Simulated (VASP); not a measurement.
# CrO2 (P4_2/mnm) in VASP: electric field gradients with PBE

Aim: the electric field gradients of CrO2 with PBE.

All numbers are computed with VASP 6.6.1; they aren't measurements. Logs are shortened: lines on timing, memory, paths and dates and some standing lists are left out, and cuts for length are marked.

## (1) The cell of the first run

Symmetry: P4_2/mnm, No. 136, tetragonal system. Conventional cell: a = 4.421 Å, b = 4.421 Å, c = 2.917 Å, α = 90.00°, β = 90.00°, γ = 90.00°. Cr (site symmetry mmm) has 6 O at 1.88 to 1.92 Å within 2.5 Å. O (site symmetry m2m) has 3 Cr at 1.88 to 1.92 Å and 1 O at 2.49 Å within 2.5 Å.

## (2) Electric field gradients, PBE, collinear spin, ferromagnetic start

Contents of INCAR:

```
SYSTEM = CrO2
PREC     = Accurate       ! precision mode
ENCUT    = 520            ! plane-wave cutoff, eV
EDIFF    = 1E-8           ! SCF threshold, eV
ISMEAR   = -1             ! smearing method
SIGMA    = 0.02           ! smearing width, eV
LREAL    = .FALSE.        ! projectors in reciprocal space
LASPH    = .TRUE.         ! aspherical terms in the spheres
NELM     = 150            ! most SCF steps
ALGO     = Normal         ! electronic algorithm
ISIF     = 2              ! what is computed and relaxed
LWAVE    = .FALSE.        ! write WAVECAR
LCHARG   = .FALSE.        ! write CHGCAR
ISPIN    = 2              ! spin polarisation
MAGMOM   = 2 2 0 0 0 0    ! initial moments
LORBIT   = 11             ! projections on sites
LMAXMIX  = 4              ! l up to which the mixer works
GGA      = PE             ! functional
LEFG     = .TRUE.       
NBANDS   = 37             ! bands
```

Contents of KPOINTS:

```
regular mesh
0
G
  5 5 7
  0 0 0
```

Contents of POSCAR:

```
CrO2
1.0
    4.4210000000      0.0000000000      0.0000000000
    0.0000000000      4.4210000000      0.0000000000
    0.0000000000      0.0000000000      2.9170000000
Cr O
2 4
Direct
    0.0000000000      0.0000000000      0.0000000000
    0.5000000000      0.5000000000      0.5000000000
    0.3010000000      0.3010000000      0.0000000000
    0.1990000000      0.8010000000      0.5000000000
    0.6990000000      0.6990000000      0.0000000000
    0.8010000000      0.1990000000      0.5000000000
```

Potentials or basis: VASP PAW PBE potentials, release 64 (Cr_pv, O).

Run with:

```console
$ cat potpaw_PBE.64/Cr_pv/POTCAR potpaw_PBE.64/O/POTCAR > POTCAR
$ mpirun -np 1 vasp_std > vasp.out
```

OUTCAR:

```text
SYSTEM = CrO2
   PREC = Accurate
   ENCUT = 520
   EDIFF = 1E-8
   ISMEAR = -1
   LREAL = .FALSE.
   LASPH = .TRUE.
   NELM = 150
   ISIF = 2
   ISPIN = 2
   LORBIT = 11
   GGA = PE

 ion  position               nearest neighbor table
   1  0.000  0.000  0.000-   3 1.88   5 1.88   4 1.92   6 1.92   4 1.92   6 1.92
   2  0.500  0.500  0.500-   4 1.88   6 1.88   5 1.92   3 1.92   3 1.92   5 1.92
   3  0.301  0.301  0.000-   1 1.88   2 1.92   2 1.92
   4  0.199  0.801  0.500-   2 1.88   1 1.92   1 1.92
   5  0.699  0.699  0.000-   1 1.88   2 1.92   2 1.92
   6  0.801  0.199  0.500-   2 1.88   1 1.92   1 1.92

  LATTYP: Found a simple tetragonal cell.
 ALAT       =     4.4210000000
 C/A-ratio  =     0.6598054739

  Lattice vectors:

 A1 = (   4.4210000000,   0.0000000000,   0.0000000000)
 A2 = (   0.0000000000,   4.4210000000,   0.0000000000)
 A3 = (   0.0000000000,   0.0000000000,   2.9170000000)

Analysis of symmetry for initial positions (statically):
=====================================================================
 Subroutine PRICEL returns:
 Original cell was already a primitive cell.

 Routine SETGRP: Setting up the symmetry group for a
 simple tetragonal supercell.

 Subroutine GETGRP returns: Found 16 space group operations
 (whereof  8 operations were pure point group operations)
 out of a pool of 16 trial point group operations.

The static configuration has the point symmetry D_2h.
 The point group associated with its full space group is D_4h.

Analysis of symmetry for dynamics (positions and initial velocities):
=====================================================================
 Subroutine PRICEL returns:
 Original cell was already a primitive cell.

 Routine SETGRP: Setting up the symmetry group for a
 simple tetragonal supercell.

 Subroutine GETGRP returns: Found 16 space group operations
 (whereof  8 operations were pure point group operations)
 out of a pool of 16 trial point group operations.

The dynamic configuration has the point symmetry D_2h.
 The point group associated with its full space group is D_4h.

Analysis of structural, dynamic, and magnetic symmetry:
=====================================================================
 Subroutine PRICEL returns:
[... 2058 lines left out ...]
  external PRESSURE =      30.6427517 kB  Pullay stress =       0.0000000 kB

 VOLUME and BASIS-vectors are now :
 -----------------------------------------------------------------------------
  energy-cutoff  :      520.00
  volume of cell :       57.01
      direct lattice vectors                 reciprocal lattice vectors
     4.421000000  0.000000000  0.000000000     0.226193169  0.000000000  0.000000000
     0.000000000  4.421000000  0.000000000     0.000000000  0.226193169  0.000000000
     0.000000000  0.000000000  2.917000000     0.000000000  0.000000000  0.342817964

 POSITION                                       TOTAL-FORCE (eV/Angst)
 -----------------------------------------------------------------------------------
      0.00000      0.00000      0.00000         0.000000      0.000000      0.000000
      2.21050      2.21050      1.45850         0.000000      0.000000      0.000000
      1.33072      1.33072      0.00000         0.190357      0.190357      0.000000
      0.87978      3.54122      1.45850        -0.190357      0.190357      0.000000
      3.09028      3.09028      0.00000        -0.190357     -0.190357      0.000000
      3.54122      0.87978      1.45850         0.190357     -0.190357      0.000000
 -----------------------------------------------------------------------------------
    total drift:                                0.000000      0.000000      0.000000

  FREE ENERGIE OF THE ION-ELECTRON SYSTEM (eV)
  ---------------------------------------------------
  free  energy   TOTEN  =       -50.3341476753 eV

  energy  without entropy=      -50.3320555530  energy(sigma->0) =      -50.33310161

 Electric field gradients (V/A^2)
---------------------------------------------------------------------
 ion       V_xx      V_yy      V_zz      V_xy      V_xz      V_yz
---------------------------------------------------------------------
   1      19.733    19.733   -39.465    -1.089    -0.000     0.000
   2      19.733    19.733   -39.465     1.089    -0.000     0.000
   3       1.113     1.113    -2.227    25.181     0.000    -0.000
   4       1.113     1.113    -2.227   -25.181    -0.000    -0.000
   5       1.113     1.113    -2.227    25.181     0.000    -0.000
   6       1.113     1.113    -2.227   -25.181     0.000    -0.000
---------------------------------------------------------------------

 Electric field gradients after diagonalization (V/A^2)
 (convention: |V_zz| > |V_xx| > |V_yy|)
----------------------------------------------------------------------
 ion       V_xx      V_yy      V_zz     asymmetry (V_yy - V_xx)/ V_zz
----------------------------------------------------------------------
   1      20.822    18.643   -39.465       0.055
   2      20.822    18.643   -39.465       0.055
   3     -24.067    -2.227    26.294       0.831
   4     -24.067    -2.227    26.294       0.831
   5     -24.067    -2.227    26.294       0.831
   6     -24.067    -2.227    26.294       0.831
----------------------------------------------------------------------

           NMR quadrupolar parameters

 Cq : quadrupolar parameter    Cq=e*Q*V_zz/h
 eta: asymmetry parameters     (V_yy - V_xx)/ V_zz
 Q  : nuclear electric quadrupole moment in mb (millibarn)
----------------------------------------------------------------------
 ion       Cq(MHz)       eta       Q (mb)
----------------------------------------------------------------------
   1      -0.095       0.055       1.000
   2      -0.095       0.055       1.000
   3       0.064       0.831       1.000
   4       0.064       0.831       1.000
   5       0.064       0.831       1.000
   6       0.064       0.831       1.000
----------------------------------------------------------------------

 total charge

# of ion       s       p       d       tot
------------------------------------------
    1        0.366   6.464   4.028  10.858
    2        0.366   6.464   4.028  10.858
    3        1.572   3.464   0.000   5.036
    4        1.572   3.464   0.000   5.036
    5        1.572   3.464   0.000   5.036
    6        1.572   3.464   0.000   5.036
--------------------------------------------------
tot          7.020  26.784   8.056  41.860

 magnetization (x)

# of ion       s       p       d       tot
------------------------------------------
    1        0.024   0.032   2.039   2.095
    2        0.024   0.032   2.039   2.095
    3       -0.003  -0.070   0.000  -0.073
    4       -0.003  -0.070   0.000  -0.073
    5       -0.003  -0.070   0.000  -0.073
    6       -0.003  -0.070   0.000  -0.073
--------------------------------------------------
tot          0.038  -0.216   4.078   3.900
```

It took 71 s on 1 thread of Intel Xeon Platinum 8488C (Sapphire Rapids), shared host; peak memory 0.24 GiB.

Results:

* Free energy: -50.3341 eV
* Pressure: 3.1 GPa
* Largest force: 0.269 eV/Å
* Band gap on the k mesh: zero (filled and empty bands overlap)
* Net moment: 4.00 μB per cell
* Site moments: Cr +2.10; O -0.07 μB
* Valence electrons inside the program's atomic spheres: Cr 10.86; O 5.04

Forces on the atoms (eV/Å):
```
Cr   0.000  0.000  0.000
Cr   0.000  0.000  0.000
O    0.190  0.190  0.000
O   -0.190  0.190  0.000
O   -0.190 -0.190  0.000
O    0.190 -0.190  0.000
```

Stress tensor (GPa, compression positive):
```
3.35 0.00 0.00
0.00 3.35 0.00
0.00 0.00 2.50
```

Levels at points of the mesh, in eV from the Fermi level:
Spin up:
```
           k point  band 22  band 23  band 24  band 25  band 26  band 27  band 28  band 29  band 30  band 31
(0.00, 0.00, 0.00)    -1.21    -1.21    -1.19    -1.15    -1.15    -0.62     1.15     1.20     3.72     3.72
```
Spin down:
```csv
k point,band 20,band 21,band 22,band 23,band 24,band 25
"(0.00, 0.00, 0.00)",-1.37,-1.37,-0.90,0.88,0.93,1.20
```

Electric field gradients, principal values (V/Å²):
| atom | least | middle | greatest (by size) |
| --- | --- | --- | --- |
| 1 Cr | 18.643 | 20.822 | -39.465 |
| 2 Cr | 18.643 | 20.822 | -39.465 |
| 3 O | -2.227 | -24.067 | 26.294 |
| 4 O | -2.227 | -24.067 | 26.294 |
| 5 O | -2.227 | -24.067 | 26.294 |
| 6 O | -2.227 | -24.067 | 26.294 |

Caveat: without QUAD_EFG the Cq values of the log hold for a quadrupole moment of 1 mb, not for the nuclei; semilocal functionals often make such compounds metallic where correlation or magnetic order opens a gap, which also shifts bond lengths; only a ferromagnetic start was run, and an antiferromagnetic order may lie lower in energy. With open d or f shells a metallic result of PBE can be an artefact of self-interaction; +U or a hybrid may open a gap.
